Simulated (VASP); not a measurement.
Input of a VASP 6.6.1 run:

INCAR

```
PREC = Accurate ; ENCUT = 600
EDIFF = 1E-7 ; ISMEAR = -1
SIGMA = 0.1 ; LREAL = F
LASPH = T ; NELM = 100
ALGO = Normal ; ISIF = 3
LWAVE = F ; LCHARG = F
GGA = PE ; IBRION = 2
NSW = 32 ; EDIFFG = -0.005
PSTRESS = 140.0
```

Contents of KPOINTS:

```
regular mesh
0
Gamma
  13 13 13
```

Contents of POSCAR:

```
K
1.0
    0.0000000000      2.5012768664      2.5012768664
    2.5012768664      0.0000000000      2.5012768664
    2.5012768664      2.5012768664      0.0000000000
K
1
Direct
    0.0000000000      0.0000000000      0.0000000000
```

Potentials or basis: VASP PAW PBE potentials, release 64 (K_sv).

Run with:

```console
$ cat potpaw_PBE.64/K_sv/POTCAR > POTCAR
$ mpirun -np 1 vasp_std > vasp.out
```

Problem. Predict the relaxed cell.

Solution. a = 3.538 Å, b = 3.538 Å, c = 3.538 Å, α = 60.00°, β = 60.00°, γ = 60.00°.

Problem. Estimate the relaxed volume.

Solution. 31.32 Å³/atom.

Problem. What does it give for the space group after relaxing (to 0.05 Å)?

Solution. Fm-3m (No. 225).

Step by step:
```
step  energy change (eV)  largest force (eV/Å)  pressure (GPa)  volume (Å³)
   1              0.0000                0.0000           14.03        31.30
   2             -0.0020                0.0000           14.00        31.32
```

Caveat: the cell is relaxed towards a set pressure, so the enthalpy falls and the energy may rise.
